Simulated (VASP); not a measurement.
# InAs (Fm-3m) in VASP: settings compared, part 2 of 2

VASP 6.6.1. Earlier steps stand in the parts before.

## (5) Single point, PBE

This run uses another cell than the first one, of 23.82 Å³/atom, 1.044 times its volume.

The input, INCAR:

```
PREC = Accurate
ENCUT = 520
EDIFF = 1E-6
ISMEAR = 0
SIGMA = 0.022
LREAL = F
LASPH = T
NELM = 80
ALGO = Normal
ISIF = 2
LWAVE = F
LCHARG = T
GGA = PE
LELF = T
LVHAR = T
NBANDS = 16
```

The input, KPOINTS:

```
Automatic mesh
0
Gamma
  8 8 8
```

The input, POSCAR:

```
InAs
1.0
    0.0000000000      2.8773040000      2.8773040000
    2.8773040000      0.0000000000      2.8773040000
    2.8773040000      2.8773040000      0.0000000000
In As
1 1
Direct
    0.5000000000      0.5000000000      0.5000000000
    0.0000000000      0.0000000000      0.0000000000
```

Potentials or basis: VASP PAW PBE potentials, release 64 (In_d, As).

Started as:

```sh
> cat potpaw_PBE.64/In_d/POTCAR potpaw_PBE.64/As/POTCAR > POTCAR
> mpirun -np 1 vasp_std > vasp.out
```

OUTCAR:

```text
PREC = Accurate
   ENCUT = 520
   EDIFF = 1E-6
   ISMEAR = 0
   LREAL = F
   LASPH = T
   NELM = 80
   ISIF = 2
   GGA = PE

 ion  position               nearest neighbor table
   1  0.500  0.500  0.500-   2 2.88   2 2.88   2 2.88   2 2.88   2 2.88   2 2.88
   2  0.000  0.000  0.000-   1 2.88   1 2.88   1 2.88   1 2.88   1 2.88   1 2.88

  LATTYP: Found a face centered cubic cell.
 ALAT       =     5.7546080000

  Lattice vectors:

 A1 = (   0.0000000000,   2.8773040000,   2.8773040000)
 A2 = (   2.8773040000,   0.0000000000,   2.8773040000)
 A3 = (   2.8773040000,   2.8773040000,   0.0000000000)

Analysis of symmetry for initial positions (statically):
=====================================================================
 Subroutine PRICEL returns:
 Original cell was already a primitive cell.

 Routine SETGRP: Setting up the symmetry group for a
 face centered cubic supercell.

 Subroutine GETGRP returns: Found 48 space group operations
 (whereof 48 operations were pure point group operations)
 out of a pool of 48 trial point group operations.

The static configuration has the point symmetry O_h .

Analysis of symmetry for dynamics (positions and initial velocities):
=====================================================================
 Subroutine PRICEL returns:
 Original cell was already a primitive cell.

 Routine SETGRP: Setting up the symmetry group for a
 face centered cubic supercell.

 Subroutine GETGRP returns: Found 48 space group operations
 (whereof 48 operations were pure point group operations)
 out of a pool of 48 trial point group operations.

The dynamic configuration has the point symmetry O_h .

 Subroutine INISYM returns: Found 48 space group operations
 (whereof 48 operations are pure point group operations),
 and found     1 'primitive' translations

----------------------------------------------------------------------------------------

                                     Primitive cell

[... 104 lines left out ...]
   EFERMI =   0.00;   METHOD = LEGACY
   ISMEAR =     0;   SIGMA  =   0.02  broadening in eV -4-tet -1-fermi 0-gaus
   EFERMI_NEDOS =   21; number of points for ismear=-14 and -15
   IALGO  =     38    algorithm
   IMIX   =      4    mixing-type and parameters
     AMIX     =   0.40;   BMIX     =  1.00
     AMIX_MAG =   1.60;   BMIX_MAG =  1.00
  volume/ion in A,a.u.               =      23.82       160.75
  Fermi-wavevector in a.u.,A,eV,Ry     =   1.183505  2.236499 19.057448  1.400683
  Thomas-Fermi vector in A             =   2.319738
   LORBIT       =      0    0 simple, 1 ext, 2 COOP (PROOUT), +10 PAW based schemes
   GGA     = PE    functional components
   LHFCALC =     F    Hartree Fock is set to
   AEXX    =    0.0000 exact exchange contribution
   IVDW    =     0    specifies the selected vdW correction
   LEPSILON=     F    determine dielectric tensor
   LRPA    =     F    only Hartree local field effects (RPA)
 non-spin polarized calculation
 Gauss-broadening in eV      SIGMA  =   0.02
  energy-cutoff  :      520.00
  volume of cell :       47.64
 maximum number of plane-waves:      1303
   NGX = 15   NGY = 15   NGZ = 15

 number of electron      18.0000002 magnetization

 Free energy of the ion-electron system (eV)
  ---------------------------------------------------
  ext. energy  EPLUGINS =         0.00000000
  ---------------------------------------------------
  free energy    TOTEN  =        -7.31444994 eV

  energy without entropy =       -7.31422628  energy(sigma->0) =       -7.31433811

 E-fermi :   5.9318     XC(G=0): -10.0974

 val. band max:        5.8495882426   @ k =   0.3750   0.2500   0.0000
 cond. band min:       5.9533166712   @ k =  -0.3750   0.1250   0.0000
 fundamental gap:      0.1037284287
 Fermi energy:         5.9318006206

 k-point     1 :       0.0000    0.0000    0.0000
  band No.  band energies     occupation
      1      -8.3706      2.00000
      2      -8.3706      2.00000
      3      -8.3496      2.00000
      4      -8.3496      2.00000
      5      -8.3496      2.00000
      6      -6.1861      2.00000
[... 433 lines left out ...]
      3      -8.3394      2.00000
      4      -8.3171      2.00000
      5      -8.2885      2.00000
      6      -4.1265      2.00000
[... 8 lines left out ...]
     15      15.5797      0.00000
     16      18.7284      0.00000

 [... further k-points ...]
[... 5 lines left out ...]
  --------------------------------------------------------------------------------------
  -------------------------------------------------------------------------------------
  Total        0.0055112      0.0055112      0.0055112      0.0000000      0.0000000     -0.0000000
  in kB        0.1853414      0.1853414      0.1853414      0.0000000      0.0000000     -0.0000000
  external PRESSURE =       0.1853414 kB  Pullay stress =       0.0000000 kB

 VOLUME and BASIS-vectors are now :
 -----------------------------------------------------------------------------
  energy-cutoff  :      520.00
  volume of cell :       47.64
      direct lattice vectors                 reciprocal lattice vectors
     0.000000000  2.877304000  2.877304000    -0.173773783  0.173773783  0.173773783
     2.877304000  0.000000000  2.877304000     0.173773783 -0.173773783  0.173773783
     2.877304000  2.877304000  0.000000000     0.173773783  0.173773783 -0.173773783

 POSITION                                       TOTAL-FORCE (eV/Angst)
 -----------------------------------------------------------------------------------
      2.87730      2.87730      2.87730         0.000000      0.000000      0.000000
      0.00000      0.00000      0.00000        -0.000000     -0.000000     -0.000000
 -----------------------------------------------------------------------------------
    total drift:                                0.000000      0.000000      0.000000

  FREE ENERGIE OF THE ION-ELECTRON SYSTEM (eV)
  ---------------------------------------------------
  free  energy   TOTEN  =        -7.3144499443 eV

  energy  without entropy=       -7.3142262796  energy(sigma->0) =       -7.31433811
```

OSZICAR:

```text
N       E                     dE             d eps       ncg     rms          rms(c)
DAV:   1     0.100072978579E+03    0.10007E+03   -0.88501E+03   936   0.132E+03
DAV:   2    -0.137228958650E+01   -0.10145E+03   -0.97375E+02  1000   0.292E+02
DAV:   3    -0.737427523042E+01   -0.60020E+01   -0.59488E+01  1240   0.663E+01
DAV:   4    -0.749251600946E+01   -0.11824E+00   -0.11822E+00  1112   0.102E+01
DAV:   5    -0.749706118328E+01   -0.45452E-02   -0.45451E-02  1296   0.179E+00    0.368E+00
DAV:   6    -0.731574873872E+01    0.18131E+00   -0.32130E-01  1336   0.934E+00    0.192E+00
DAV:   7    -0.731409310274E+01    0.16556E-02   -0.31861E-02  1232   0.137E+00    0.733E-01
DAV:   8    -0.731426172744E+01   -0.16862E-03   -0.22243E-03  1152   0.426E-01    0.124E-01
DAV:   9    -0.731443690322E+01   -0.17518E-03   -0.22854E-04  1232   0.119E-01    0.766E-02
DAV:  10    -0.731444895090E+01   -0.12048E-04   -0.20427E-05  1184   0.449E-02    0.115E-02
DAV:  11    -0.731445039408E+01   -0.14432E-05   -0.25902E-06  1136   0.118E-02    0.503E-03
DAV:  12    -0.731444994425E+01    0.44982E-06   -0.78841E-07   864   0.599E-03
   1 F= -.73144499E+01 E0= -.73143381E+01  d E =-.223665E-03
```

Run time: 42 s. Hardware: 1 thread of Intel Xeon 8259CL, shared host; peak memory 0.18 GiB.

What came out:

| Item | Value |
| --- | --- |
| Free energy | -7.3144 eV |
| Pressure | 0.0 GPa |
| Band gap on the k mesh | zero (band 9 reaches 6.25 eV, above the bottom of band 10 at 3.69 eV) |

Levels at points of the mesh, in eV from the Fermi level:
```tsv
k point	band 7	band 8	band 9	band 10	band 11	band 12
(0.00, 0.00, 0.00)	-0.67	-0.22	-0.22	-0.22	7.16	7.16
(0.50, 0.00, 0.00)	-6.51	0.16	0.16	2.12	3.27	3.27
(0.50, 0.50, 0.00)	-4.71	-2.93	-2.24	-2.24	3.87	9.18
```

Caveat: spin-orbit coupling is left out, which moves the levels of the heavy elements.

## (6) Overview

| level | cell | smearing | gap on the mesh (eV) | pressure (GPa) |
| --- | --- | --- | --- | --- |
| PBE+D4 | a = 4.011 Å, angles 60.0°, 2 atoms | fermi-dirac 0.05 eV | none | 0.1 |
| PBE | a = 4.069 Å, angles 60.0°, 2 atoms | gaussian 0.013 eV | none | 0.0 |
| PBE | a = 4.069 Å, angles 60.0°, 2 atoms | gaussian 0.021 eV | none | 0.0 |
| PBE | a = 4.069 Å, angles 60.0°, 2 atoms | gaussian 0.022 eV | none | 0.0 |

Alike in all rows: task single point; potentials or basis VASP PAW PBE potentials, release 64 (In_d, As); no spin polarisation; k mesh 8 × 8 × 8; cutoff (eV) 520.

Caveats: spin-orbit coupling is left out, which moves the levels of the heavy elements; pairwise dispersion overbinds metals, which lowers pressure and volume (some runs).

Absolute energies hang on the potentials; compare differences alone.
